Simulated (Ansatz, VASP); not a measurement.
**One calculation of Al, two programs**

```
Al
1.0
     0.00000    1.76811    2.65216
     1.76811    0.00000    2.65216
     1.76811    1.76811    0.00000
Al
1
Direct
  0.00000 0.00000 0.00000
```

Alike in both runs: task single point; functional PBE; k mesh 22 × 22 × 22; occupations gaussian, width 0.15 eV; no spin polarisation.

|  | VASP | Ansatz |
| --- | --- | --- |
| version | VASP 6.6.1 | Ansatz 0.2.0 |
| potentials or method | VASP PAW PBE potentials, release 64 (Al), cutoff 520 eV | scalar-relativistic, plane waves, PAW |
| valence electrons in the cell | 3 | 3 |

|  | VASP | Ansatz | Ansatz less VASP |
| --- | --- | --- | --- |
| gap on the k mesh at the Fermi level (eV) | none | none | - |
| pressure (GPa) | 12.4 | 12.4 | 0.00 |
| traceless stress, the component that is largest in VASP (GPa) | -22.83 | -22.83 | -0.001 |

A gap of «none» marks a metal or a gap that the smearing closes. With one functional, cell and mesh, what is left measures potentials, basis and numerics.
